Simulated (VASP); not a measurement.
The system is TiNb3.

```
Ti Nb
1.0
     4.17500    0.00000    0.00000
     0.00000    4.17500    0.00000
     0.00000    0.00000    4.17500
Ti Nb
1 3
Direct
  0.00000 0.00000 0.00000
  0.00000 0.50000 0.50000
  0.50000 0.00000 0.50000
  0.50000 0.50000 0.00000
```

| Quantity | Value |
| --- | --- |
| Program | VASP 6.6.1 |
| Task | relaxation of volume and atoms at fixed shape |
| Functional | LDA |
| Potentials or basis | VASP PAW LDA potentials, release 64 (Ti_sv, Nb_sv) |
| Cutoff | 600 eV |
| k mesh | 6 × 6 × 6 |
| Occupations | methfessel-paxton, width 0.1 eV |
| Spin | no spin polarisation |

At the start: pressure -8.6 GPa; volume 18.19 Å³/atom.

How do energy, volume and symmetry change on relaxing?

Over 4 steps the energy falls by 27.5 meV/atom and the volume is 17.21 Å³/atom (-5.4 %); space group Pm-3m (No. 221, to 0.05 Å).

Step by step:
```csv
step,energy change (eV),largest force (eV/Å),pressure (GPa),volume (Å³)
1,0.0000,0.0000,-8.59,72.77
2,0.1888,0.0000,17.22,62.98
3,-0.1098,0.0000,-0.30,68.95
4,-0.1100,0.0000,-0.02,68.84
```

Final structure:
```yaml
crystal:
  lattice:
    - [4.09835, 0.00000, 0.00000]
    - [0.00000, 4.09835, 0.00000]
    - [0.00000, 0.00000, 4.09835]
  atoms:
    - { symbol: Ti, position: [0.00000, 0.00000, 0.00000] }
    - { symbol: Nb, position: [0.00000, 0.50000, 0.50000] }
    - { symbol: Nb, position: [0.50000, 0.00000, 0.50000] }
    - { symbol: Nb, position: [0.50000, 0.50000, 0.00000] }
```
